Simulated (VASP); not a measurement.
Set up this calculation in VASP 6.6.1, as the native input.

* Task: single point
* Functional: LDA
* Potentials or basis: VASP PAW LDA potentials, release 64 (Pt)
* Cutoff: 520 eV
* k mesh: 22 × 22 × 22
* Occupations: gaussian, width 0.15 eV
* Spin: no spin polarisation
* Dipole correction: no
* Further INCAR settings: ALGO = Fast; EDIFF = 1e-06; NBANDS = 11

The structure of Pt lies in POSCAR:

```
Pt
1.0
   -0.7370520817      1.7350327136      1.7350327136
    1.7350327136     -0.7370520817      1.7350327136
    1.7350327136      1.7350327136     -0.7370520817
Pt
1
Direct
    0.0000000000      0.0000000000      0.0000000000
```

The input as run:

INCAR

```
SYSTEM = Pt
PREC = Accurate
ENCUT = 520
EDIFF = 1E-6
ISMEAR = 0
SIGMA = 0.15
LREAL = .FALSE.
LASPH = .TRUE.
NELM = 60
ALGO = Fast
ISIF = 2
LWAVE = .FALSE.
LCHARG = .FALSE.
NBANDS = 11
```

KPOINTS

```
Automatic mesh
0
G
  22 22 22
  0 0 0
```

Potentials or basis: VASP PAW LDA potentials, release 64 (Pt).

Run with:

```bash
$ cat potpaw_LDA.64/Pt/POTCAR > POTCAR
$ mpirun -np 1 vasp_std > vasp.out
```

Results of the run:

* Pressure: 3.4 GPa
* Band gap on the k mesh: zero (bands 5 and 6 overlap by 3.85 eV)

Caveat: the cell stands under pressure; spin-orbit coupling is left out, which moves the levels of the heavy elements.

Wall time 57 s on 1 thread of Intel(R) Xeon(R) 6975P-C (Granite Rapids), with other jobs on the host, peak memory 0.28 GiB.
